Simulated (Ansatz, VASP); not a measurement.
**AlFe: VASP beside Ansatz**

File INCAR:

```
SYSTEM = AlFe
ALGO = Normal ; EDIFF = 1E-6
ENCUT = 520 ; ISIF = 2
ISMEAR = -1 ; ISPIN = 2
LASPH = .True. ; LCHARG = .False.
LMAXMIX = 4 ; LORBIT = 11
LREAL = .False. ; LWAVE = .False.
MAGMOM = 0 0.8 ; NBANDS = 16
NELM = 150 ; PREC = Accurate
SIGMA = 0.05
```

Contents of KPOINTS:

```
k-points
0
Gamma
  10 10 10
  0 0 0
```

POSCAR

```
AlFe
1.0
    2.9102862334      0.0289568833      0.0289568833
    0.0289568833      2.9102862334      0.0289568833
    0.0289568833      0.0289568833      2.9102862334
Al Fe
1 1
Direct
    0.0000000000      0.0000000000      0.0000000000
    0.5000000000      0.5000000000      0.5000000000
```

Input for Ansatz:

```yaml
crystal:
  lattice:
    - [2.9102862334, 0.0289568833, 0.0289568833]
    - [0.0289568833, 2.9102862334, 0.0289568833]
    - [0.0289568833, 0.0289568833, 2.9102862334]
  atoms:
    - { symbol: Al, position: [0.0, 0.0, 0.0] }
    - { symbol: Fe, position: [0.5, 0.5, 0.5], spin: 0.8 }
magnetization:
  spin_polarized: true
kpoints:
  mp_grid: { grid: [10, 10, 10] }
scf:
  occupations: { method: fermi_dirac, width: 0.05 }
  lower_state_search: "off"
hamiltonian:
  xc: lda
  pseudopotentials: { kind: all_electron, datasets: crystal }
output:
  eigenvalues: false
  eigenstates:
    nscf_kmesh: { grid: [15, 15, 15] }
    top_band: c23
    magnetocrystalline_anisotropy:
      directions:
        - [0.57735027, 0.57735027, 0.57735027]
        - [0.70710678, -0.70710678, 0.0]
        - [0.81649658, -0.40824829, -0.40824829]
```

Change from the starting cell: stretched by +2 % along [0.577, 0.577, 0.577] at fixed volume; anisotropy by the force theorem, datasets made for the crystal.

Alike in both runs: task single point; functional LDA; k mesh 10 × 10 × 10; occupations fermi-dirac, width 0.05 eV; collinear spin.

|  | VASP | Ansatz |
| --- | --- | --- |
| version | VASP 6.6.1 | Ansatz 0.2.0 |
| potentials or method | VASP PAW LDA potentials, release 64 (Al, Fe), cutoff 520 eV | all-electron PAW with datasets made for the crystal, scalar-relativistic |

Ansatz gave:

```
net moment per atom (μB)                                      : 0.37
size of the moment on the site where the two differ most (μB) : 0.76
```

Problem. Which values does VASP return?

Solution. net moment per atom (μB): 0.36; size of the moment on the site where the two differ most (μB): 0.74.

LDA's correlation is that of Perdew and Zunger in VASP and of Perdew and Wang (1992) in Ansatz. Site moments also hang on the region over which each program counts them. Ansatz ran all-electron here, and VASP with PAW potentials. Ansatz's warnings: band levels unverified.
